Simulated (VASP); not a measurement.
Wanted: the native input for a VASP 6.6.1 run.

```
Task                   : single point
Functional             : PBE
Potentials or basis    : VASP PAW PBE potentials, release 64 (W_sv)
Cutoff                 : 520 eV
k mesh                 : 14 × 14 × 14
Occupations            : fermi-dirac, width 0.3 eV
Spin                   : no spin polarisation
Dipole correction      : no
Further INCAR settings : ALGO = Normal; EDIFF = 1e-06; NBANDS = 13
```

The structure of W lies in POSCAR:

```
W
1.0
   -1.5921723362      1.5921723362      1.5921723362
    1.5921723362     -1.5921723362      1.5921723362
    1.5921723362      1.5921723362     -1.5921723362
W
1
Direct
    0.0000000000      0.0000000000      0.0000000000
```

These files were run (other wordings do the same):

INCAR

```
PREC     = Accurate       # precision mode
ENCUT    = 520            # plane-wave cutoff, eV
EDIFF    = 1E-6           # SCF threshold, eV
ISMEAR   = -1             # smearing method
SIGMA    = 0.3            # smearing width, eV
LREAL    = F              # projectors in reciprocal space
LASPH    = T              # aspherical terms in the spheres
NELM     = 80             # most SCF steps
ALGO     = Normal         # electronic algorithm
ISIF     = 2              # what is computed and relaxed
LWAVE    = F              # write WAVECAR
LCHARG   = F              # write CHGCAR
GGA      = PE             # functional
NBANDS   = 13             # bands
```

KPOINTS

```
regular mesh
0
Gamma
  14 14 14
```

Potentials or basis: VASP PAW PBE potentials, release 64 (W_sv).

Command:

```console
$ cat potpaw_PBE.64/W_sv/POTCAR > POTCAR
$ mpirun -np 1 vasp_std > vasp.out
```

Results of the run:

| Item | Value |
| --- | --- |
| Pressure | 0.8 GPa |
| Band gap on the k mesh | zero (band 7 reaches 16.23 eV, above the bottom of band 8 at 9.99 eV) |

Caveat: spin-orbit coupling is left out, which moves the levels of the heavy elements.

Wall time 14 s on 1 thread of Intel(R) Xeon(R) Platinum 8259CL CPU @ 2.50GHz (Skylake/Cascade Lake), with other jobs on the host, peak memory 0.15 GiB.
